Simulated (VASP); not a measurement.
Set up this calculation in VASP 6.6.1, as the native input.

* Task: single point
* Functional: PBE
* Potentials or basis: VASP PAW PBE potentials, release 64 (Ga_d, Sb, N)
* Cutoff: 520 eV
* k mesh: 3 × 3 × 6
* Occupations: gaussian, width 0.1 eV
* Spin: no spin polarisation
* Dipole correction: no
* Further INCAR settings: ALGO = Normal; EDIFF = 1e-06; NBANDS = 36

The structure of Ga3SbN2 lies in POSCAR:

```
Ga3SbN2
1.0
    5.8628644883      0.0000000000      0.0000000000
   -2.9314322441      5.0773895858      0.0000000000
    0.0000000000      0.0000000000      2.9242186705
Ga Sb N
3 1 2
Direct
    0.5000000000      0.0000000000      0.5000000000
    0.5000000000      0.5000000000      0.5000000000
    0.0000000000      0.5000000000      0.5000000000
    0.0000000000      0.0000000000      0.0000000000
    0.3333333333      0.6666666667      0.0000000000
    0.6666666667      0.3333333333      0.0000000000
```

These files were run (other wordings do the same):

INCAR

```
SYSTEM = Ga3SbN2
PREC = Accurate ; ENCUT = 520
EDIFF = 1E-6 ; ISMEAR = 0
SIGMA = 0.1 ; LREAL = .FALSE.
LASPH = .TRUE. ; NELM = 60
ALGO = Normal ; ISIF = 2
LWAVE = .FALSE. ; LCHARG = .FALSE.
GGA = PE ; NBANDS = 36
```

KPOINTS

```
Automatic mesh
0
G
  3 3 6
  0 0 0
```

Potentials or basis: VASP PAW PBE potentials, release 64 (Ga_d, Sb, N).

Command:

```bash
$ cat potpaw_PBE.64/Ga_d/POTCAR potpaw_PBE.64/Sb/POTCAR potpaw_PBE.64/N/POTCAR > POTCAR
$ mpirun -np 1 vasp_std > vasp.out
```

It gave:

| Property | Result |
| --- | --- |
| Pressure | 0.2 GPa |
| Band gap on the k mesh | zero (band 27 reaches 8.92 eV, above the bottom of band 28 at 6.91 eV) |

Caveat: the k points lie up to 0.41 Å⁻¹ apart; spin-orbit coupling is left out, which moves the levels of the heavy elements.

Run time: 24 s on 1 thread of Intel(R) Xeon(R) 6975P-C (Granite Rapids), with other jobs on the host, peak memory 0.23 GiB.
